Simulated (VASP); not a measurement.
# CdTe (I-4m2) in VASP: notebook

Runs on CdTe. Level: PBE. Tasks: single point.

Everything below comes from runs of VASP 6.6.1. Logs are shortened: lines on timing, memory, paths and dates and some standing lists are left out, and cuts for length are marked.

## Step 1: The cell of the first run

It takes space group I-4m2 (No. 119, tetragonal). The conventional cell has a = 4.368 Å, b = 4.368 Å, c = 7.046 Å, α = 90.00°, β = 90.00°, γ = 90.00°. Within 3.7 Å of Cd (site symmetry -4m2) lie 4 Te at 2.81 Å. Within 3.7 Å of Te (site symmetry -4m2) lie 4 Cd at 2.81 Å.

## Step 2: Single point, PBE (epitaxial xy strain -5.8%)

Contents of INCAR:

```
SYSTEM = CdTe
PREC = Accurate ; ENCUT = 520
EDIFF = 1E-7 ; ISMEAR = -1
SIGMA = 0.02 ; LREAL = .False.
LASPH = .True. ; NELM = 80
ALGO = Normal ; ISIF = 2
LWAVE = .False. ; LCHARG = .False.
GGA = PE ; NBANDS = 16
```

Contents of KPOINTS:

```
regular mesh
0
Gamma
  6 6 6
  0 0 0
```

Contents of POSCAR:

```
CdTe
1.0
    0.0000000000      3.0886830026      3.5230891775
    3.0886830026      0.0000000000      3.5230891775
    3.0886830026      3.0886830026      0.0000000000
Cd Te
1 1
Direct
    0.0000000000      0.0000000000      0.0000000000
    0.2500000000      0.2500000000      0.2500000000
```

Potentials or basis: VASP PAW PBE potentials, release 64 (Cd, Te).

Launch:

```bash
> cat potpaw_PBE.64/Cd/POTCAR potpaw_PBE.64/Te/POTCAR > POTCAR
> mpirun -np 1 vasp_std > vasp.out
```

OUTCAR:

```text
SYSTEM = CdTe
   PREC = Accurate
   ENCUT = 520
   EDIFF = 1E-7
   ISMEAR = -1
   LREAL = .False.
   LASPH = .True.
   NELM = 80
   ISIF = 2
   GGA = PE

 ion  position               nearest neighbor table
   1  0.000  0.000  0.000-   2 2.81   2 2.81   2 2.81   2 2.81
   2  0.250  0.250  0.250-   1 2.81   1 2.81   1 2.81   1 2.81

  LATTYP: Found a body centered tetragonal cell.
 ALAT       =     4.3680573921
 C/A-ratio  =     1.6131148752

  Lattice vectors:

 A1 = (  -3.0886830026,   0.0000000000,   3.5230891775)
 A2 = (   3.0886830026,   0.0000000000,   3.5230891775)
 A3 = (   0.0000000000,   3.0886830026,  -3.5230891775)

Analysis of symmetry for initial positions (statically):
=====================================================================
 Subroutine PRICEL returns:
 Original cell was already a primitive cell.

 Routine SETGRP: Setting up the symmetry group for a
 body centered tetragonal supercell.

 Subroutine GETGRP returns: Found  8 space group operations
 (whereof  8 operations were pure point group operations)
 out of a pool of 16 trial point group operations.

The static configuration has the point symmetry D_2d.

Analysis of symmetry for dynamics (positions and initial velocities):
=====================================================================
 Subroutine PRICEL returns:
 Original cell was already a primitive cell.

 Routine SETGRP: Setting up the symmetry group for a
 body centered tetragonal supercell.

 Subroutine GETGRP returns: Found  8 space group operations
 (whereof  8 operations were pure point group operations)
 out of a pool of 16 trial point group operations.

The dynamic configuration has the point symmetry D_2d.

 Subroutine INISYM returns: Found  8 space group operations
 (whereof  8 operations are pure point group operations),
 and found     1 'primitive' translations

----------------------------------------------------------------------------------------

                                     Primitive cell

  volume of cell :      67.2203

  direct lattice vectors                    reciprocal lattice vectors
     0.000000000  3.088683003  3.523089178    -0.161881294  0.161881294  0.141920904
     3.088683003  0.000000000  3.523089178     0.161881294 -0.161881294  0.141920904
     3.088683003  3.088683003  0.000000000     0.161881294  0.161881294 -0.141920904

  length of vectors
     4.685308959  4.685308959  4.368057392     0.269355990  0.269355990  0.269355990

  position of ions in fractional coordinates (direct lattice)
     0.000000000  0.000000000  0.000000000
     0.250000000  0.250000000  0.250000000

  ion indices of the primitive-cell ions
   primitive index   ion index
                 1           1
                 2           2

----------------------------------------------------------------------------------------

 KPOINTS: regular mesh

Automatic generation of k-mesh.
 Grid dimensions read from file:
 generate k-points for:    6    6    6

 Generating k-lattice:

  Cartesian coordinates                     Fractional coordinates (reciprocal lattice)
    -0.026980216  0.026980216  0.023653484     0.166666667 -0.000000000  0.000000000
     0.026980216 -0.026980216  0.023653484    -0.000000000  0.166666667  0.000000000
     0.026980216  0.026980216 -0.023653484     0.000000000  0.000000000  0.166666667

  Length of vectors
     0.044892665  0.044892665  0.044892665

  Shift w.r.t. Gamma in fractional coordinates (k-lattice)
     0.000000000  0.000000000  0.000000000

 Subroutine IBZKPT returns following result:
 ===========================================

 Found     30 irreducible k-points:

 Following reciprocal coordinates:
            Coordinates               Weight
  0.000000  0.000000  0.000000      1.000000
  0.166667  0.000000  0.000000      8.000000
  0.333333  0.000000  0.000000      8.000000
  0.500000  0.000000  0.000000      4.000000
  0.166667  0.166667  0.000000      2.000000
  0.333333  0.166667  0.000000      8.000000
[... 16 lines left out ...]
  0.333333  0.000000  0.333333      4.000000
  0.500000  0.000000  0.333333     16.000000
 [... further k-points ...]
   k-points           NKPTS =     30   k-points in BZ     NKDIM =     30   number of bands    NBANDS=     16
   number of dos      NEDOS =    301   number of ions     NIONS =      2
   total plane-waves  NPLWV =  41472
   dimension x,y,z NGX =    36 NGY =   36 NGZ =   32
   dimension x,y,z NGXF=    72 NGYF=   72 NGZF=   64
   ions per type =               1   1
   NGX,Y,Z   is equivalent  to a cutoff of  12.77, 12.77, 12.18 a.u.
   NGXF,Y,Z  is equivalent  to a cutoff of  25.55, 25.55, 24.36 a.u.
 SYSTEM =  CdTe
   PREC   = accura    normal or accurate (medium, high low for compatibility)
   ISTART =      0    job   : 0-new  1-cont  2-samecut
   ICHARG =      2    charge: 1-file 2-atom 10-const
   ISPIN  =      1    spin polarized calculation?
   LNONCOLLINEAR =      F non collinear calculations
   LSORBIT =      F    spin-orbit coupling
   LASPH  =      T    aspherical Exc in radial PAW
   ENCUT  =  520.0 eV  38.22 Ry    6.18 a.u.   8.71  8.71  8.12*2*pi/ulx,y,z
   NELM   =     80;   NELMIN=  2; NELMDL= -5     # of ELM steps
   EDIFF  = 0.1E-06   stopping-criterion for ELM
   LREAL  =      F    real-space projection
   EDIFFG = 0.1E-05   stopping-criterion for IOM
   NSW    =      0    number of steps for IOM
   IBRION =     -1    ionic relax: 0-MD 1-quasi-New 2-CG
   NFREE  =      0    steps in history (QN), initial steepest desc. (CG)
   ISIF   =      2    stress and relaxation
   ISYM   =      2    0-nonsym 1-usesym 2-fastsym
   POTIM  = 0.5000    time-step for ionic-motion
   TEBEG  =    0.0;   TEEND  =   0.0 temperature during run
   PSTRESS=    0.0 pullay stress
   NELECT =      18.0000    total number of electrons
   NUPDOWN=      -1.0000    fix difference up-down
   EMIN   =  10.00;   EMAX   =-10.00  energy-range for DOS
   EFERMI =   0.00;   METHOD = LEGACY
   ISMEAR =    -1;   SIGMA  =   0.02  broadening in eV -4-tet -1-fermi 0-gaus
   EFERMI_NEDOS =   21; number of points for ismear=-14 and -15
   IALGO  =     38    algorithm
   IMIX   =      4    mixing-type and parameters
     AMIX     =   0.40;   BMIX     =  1.00
     AMIX_MAG =   1.60;   BMIX_MAG =  1.00
  volume/ion in A,a.u.               =      33.61       226.81
  Fermi-wavevector in a.u.,A,eV,Ry     =   1.055194  1.994027 15.149189  1.113434
  Thomas-Fermi vector in A             =   2.190383
   LORBIT       =      0    0 simple, 1 ext, 2 COOP (PROOUT), +10 PAW based schemes
   GGA     = PE    functional components
   LHFCALC =     F    Hartree Fock is set to
   AEXX    =    0.0000 exact exchange contribution
   IVDW    =     0    specifies the selected vdW correction
   LEPSILON=     F    determine dielectric tensor
   LRPA    =     F    only Hartree local field effects (RPA)
 non-spin polarized calculation
  energy-cutoff  :      520.00
  volume of cell :       67.22
 maximum number of plane-waves:      1865
   NGX = 17   NGY = 17   NGZ = 17

 number of electron      17.9999996 magnetization

 Free energy of the ion-electron system (eV)
  ---------------------------------------------------
  ext. energy  EPLUGINS =         0.00000000
  ---------------------------------------------------
  free energy    TOTEN  =        -4.71211947 eV

  energy without entropy =       -4.71211946  energy(sigma->0) =       -4.71211947

 E-fermi :   2.9101     XC(G=0):  -8.6535

 val. band max:        2.6261469465   @ k =   0.0000   0.0000   0.0000
 cond. band min:       3.1801366366   @ k =   0.0000   0.0000   0.0000
 fundamental gap:      0.5539896901
 Fermi energy:         2.9100770384

 k-point     1 :       0.0000    0.0000    0.0000
  band No.  band energies     occupation
      1      -8.7565      2.00000
      2      -5.8892      2.00000
      3      -5.8492      2.00000
      4      -5.8492      2.00000
      5      -5.6132      2.00000
      6      -5.5961      2.00000
[... 8 lines left out ...]
     15      10.7810      0.00000
     16      11.4045      0.00000

 k-point     2 :       0.1667    0.0000    0.0000
  band No.  band energies     occupation
      1      -8.6505      2.00000
      2      -5.8619      2.00000
      3      -5.8305      2.00000
      4      -5.7838      2.00000
      5      -5.6048      2.00000
      6      -5.6014      2.00000
[... 8 lines left out ...]
     15      11.1896      0.00000
     16      11.5253      0.00000

 k-point     3 :       0.3333    0.0000    0.0000
  band No.  band energies     occupation
      1      -8.4377      2.00000
      2      -5.8302      2.00000
      3      -5.7963      2.00000
      4      -5.6204      2.00000
      5      -5.6081      2.00000
      6      -5.4829      2.00000
[... 8 lines left out ...]
     15      11.4122      0.00000
     16      11.7376      0.00000

 k-point     4 :       0.5000    0.0000    0.0000
  band No.  band energies     occupation
      1      -8.3334      2.00000
      2      -5.8198      2.00000
      3      -5.7819      2.00000
      4      -5.6085      2.00000
      5      -5.5930      2.00000
      6      -5.2510      2.00000
[... 8 lines left out ...]
     15      12.4993      0.00000
     16      12.8512      0.00000

 k-point     5 :       0.1667    0.1667    0.0000
  band No.  band energies     occupation
      1      -8.6350      2.00000
      2      -5.8135      2.00000
      3      -5.8135      2.00000
      4      -5.8081      2.00000
      5      -5.6285      2.00000
      6      -5.5921      2.00000
[... 8 lines left out ...]
     15      11.3145      0.00000
     16      12.9754      0.00000

 k-point     6 :       0.3333    0.1667    0.0000
  band No.  band energies     occupation
      1      -8.4669      2.00000
      2      -5.8063      2.00000
      3      -5.7775      2.00000
      4      -5.6299      2.00000
      5      -5.5937      2.00000
      6      -5.5914      2.00000
[... 8 lines left out ...]
     15      12.2865      0.00000
     16      12.4465      0.00000

 k-point     7 :       0.5000    0.1667    0.0000
  band No.  band energies     occupation
      1      -8.3182      2.00000
      2      -5.8012      2.00000
      3      -5.7601      2.00000
      4      -5.6096      2.00000
      5      -5.6033      2.00000
      6      -5.2618      2.00000
[... 8 lines left out ...]
     15      12.2448      0.00000
     16      12.7609      0.00000

 k-point     8 :      -0.3333    0.1667    0.0000
  band No.  band energies     occupation
      1      -8.3332      2.00000
      2      -5.8048      2.00000
      3      -5.7744      2.00000
      4      -5.6178      2.00000
      5      -5.6163      2.00000
      6      -5.2843      2.00000
[... 8 lines left out ...]
     15      11.3955      0.00000
     16      13.3360      0.00000

 k-point     9 :      -0.1667    0.1667    0.0000
  band No.  band energies     occupation
      1      -8.4978      2.00000
      2      -5.8303      2.00000
      3      -5.8094      2.00000
      4      -5.6928      2.00000
      5      -5.6152      2.00000
      6      -5.5257      2.00000
[... 8 lines left out ...]
     15      11.3504      0.00000
     16      11.9556      0.00000
[... 172 lines left out ...]
 k-point    19 :       0.5000    0.3333    0.1667
  band No.  band energies     occupation
      1      -8.3329      2.00000
      2      -5.7729      2.00000
      3      -5.7553      2.00000
      4      -5.6295      2.00000
      5      -5.6003      2.00000
      6      -5.3508      2.00000
[... 8 lines left out ...]
     15      12.4048      0.00000
     16      13.5862      0.00000

 k-point    20 :      -0.3333    0.3333    0.1667
  band No.  band energies     occupation
      1      -8.2502      2.00000
      2      -5.7722      2.00000
      3      -5.7378      2.00000
      4      -5.6339      2.00000
      5      -5.6013      2.00000
      6      -5.1180      2.00000
[... 8 lines left out ...]
     15      12.5841      0.00000
     16      13.1576      0.00000

 k-point    21 :      -0.1667    0.3333    0.1667
  band No.  band energies     occupation
      1      -8.2946      2.00000
      2      -5.7855      2.00000
      3      -5.7485      2.00000
      4      -5.6631      2.00000
      5      -5.5975      2.00000
      6      -5.2453      2.00000
[... 8 lines left out ...]
     15      12.9692      0.00000
     16      13.8209      0.00000

 k-point    22 :      -0.3333    0.5000    0.1667
  band No.  band energies     occupation
      1      -8.2427      2.00000
      2      -5.7396      2.00000
      3      -5.7254      2.00000
      4      -5.6383      2.00000
      5      -5.5993      2.00000
      6      -5.1368      2.00000
[... 8 lines left out ...]
     15      13.2185      0.00000
     16      13.5950      0.00000

 k-point    23 :       0.3333    0.0000    0.3333
  band No.  band energies     occupation
      1      -8.3143      2.00000
      2      -5.7852      2.00000
      3      -5.7152      2.00000
      4      -5.7140      2.00000
      5      -5.5921      2.00000
      6      -5.3494      2.00000
[... 8 lines left out ...]
     15      12.1983      0.00000
     16      14.8818      0.00000

 k-point    24 :       0.5000    0.0000    0.3333
  band No.  band energies     occupation
      1      -8.2179      2.00000
      2      -5.7732      2.00000
      3      -5.7116      2.00000
      4      -5.6764      2.00000
      5      -5.5876      2.00000
      6      -5.1062      2.00000
[... 8 lines left out ...]
     15      12.5654      0.00000
     16      14.1118      0.00000

 [... further k-points ...]

------------------------ aborting loop because EDIFF is reached ----------------------------------------

  FORCE on cell =-STRESS in cart. coord.  units (eV):
  Direction    XX          YY          ZZ          XY          YZ          ZX
  --------------------------------------------------------------------------------------
  -------------------------------------------------------------------------------------
  Total        1.6230273      1.6230273      0.5609494      0.0000000     -0.0000000      0.0000000
  in kB       38.6844197     38.6844197     13.3700778      0.0000000     -0.0000000      0.0000000
  external PRESSURE =      30.2463057 kB  Pullay stress =       0.0000000 kB

 VOLUME and BASIS-vectors are now :
 -----------------------------------------------------------------------------
  energy-cutoff  :      520.00
  volume of cell :       67.22
      direct lattice vectors                 reciprocal lattice vectors
     0.000000000  3.088683003  3.523089178    -0.161881294  0.161881294  0.141920904
     3.088683003  0.000000000  3.523089178     0.161881294 -0.161881294  0.141920904
     3.088683003  3.088683003  0.000000000     0.161881294  0.161881294 -0.141920904

 POSITION                                       TOTAL-FORCE (eV/Angst)
 -----------------------------------------------------------------------------------
      0.00000      0.00000      0.00000         0.000000      0.000000      0.000000
      1.54434      1.54434      1.76154        -0.000000     -0.000000      0.000000
 -----------------------------------------------------------------------------------
    total drift:                                0.000000      0.000000     -0.000001

  FREE ENERGIE OF THE ION-ELECTRON SYSTEM (eV)
  ---------------------------------------------------
  free  energy   TOTEN  =        -4.7121194707 eV

  energy  without entropy=       -4.7121194632  energy(sigma->0) =       -4.71211947
```

It took 41 s on 1 thread of Intel Xeon 8259CL, shared host; peak memory 0.21 GiB.

What came out:

| Item | Value |
| --- | --- |
| Free energy | -4.7121 eV |
| Pressure | 3.0 GPa |
| Band gap on the k mesh | 0.55 eV |

Caveat: the cell differs from its parent crystal (epitaxial xy strain -5.8%); the cell stands under pressure; spin-orbit coupling is left out, which moves the levels of the heavy elements.

## Step 3: Single point, PBE (biaxial xy strain +6.0%)

Contents of INCAR:

```
  ALGO = Normal
  EDIFF = 1E-6
  ENCUT = 520
  GGA = PE
  ISIF = 2
  ISMEAR = -1
  LASPH = T
  LCHARG = T
  LELF = T
  LREAL = F
  LVHAR = T
  LWAVE = F
  NBANDS = 16
  NELM = 100
  PREC = Accurate
  SIGMA = 0.02
```

Contents of KPOINTS:

```
k-points
0
Gamma
  6 6 6
```

Contents of POSCAR:

```
CdTe
1.0
    0.0000000000      3.4763673298      3.2799012452
    3.4763673298      0.0000000000      3.2799012452
    3.4763673298      3.4763673298      0.0000000000
Cd Te
1 1
Direct
    0.0000000000      0.0000000000      0.0000000000
    0.2500000000      0.2500000000      0.2500000000
```

Potentials or basis: VASP PAW PBE potentials, release 64 (Cd, Te).

Launch:

```bash
> cat potpaw_PBE.64/Cd/POTCAR potpaw_PBE.64/Te/POTCAR > POTCAR
> mpirun -np 1 vasp_std > vasp.out
```

Run time: 48 s. Hardware: 1 thread of Intel Xeon 8259CL, shared host; peak memory 0.23 GiB.

Results (log left out):

* Free energy: -4.7429 eV
* Pressure: -2.5 GPa
* Band gap on the k mesh: 0.22 eV

Stress tensor (GPa, compression positive):
```
-2.81  0.00  0.00
 0.00 -2.81  0.00
 0.00  0.00 -1.85
```

Levels at points of the mesh, in eV from the valence-band top:
```tsv
k point	band 5	band 6	band 7	band 8	band 9	band 10	band 11	band 12	band 13	band 14
(0.00, 0.00, 0.00)	-7.82	-7.81	-0.15	-0.15	0.00	0.22	4.56	4.59	4.59	7.14
(0.50, 0.00, 0.00)	-7.80	-7.57	-3.73	-0.78	-0.56	1.53	4.98	5.27	6.71	8.09
(0.50, 0.50, 0.00)	-7.79	-7.44	-3.57	-1.63	-1.63	2.26	2.71	8.22	8.26	8.26
(0.50, 0.00, 0.50)	-7.80	-7.50	-3.80	-1.45	-1.39	2.65	2.86	7.84	8.04	8.34
```

Caveat: the cell differs from its parent crystal (biaxial xy strain +6.0%); spin-orbit coupling is left out, which moves the levels of the heavy elements.
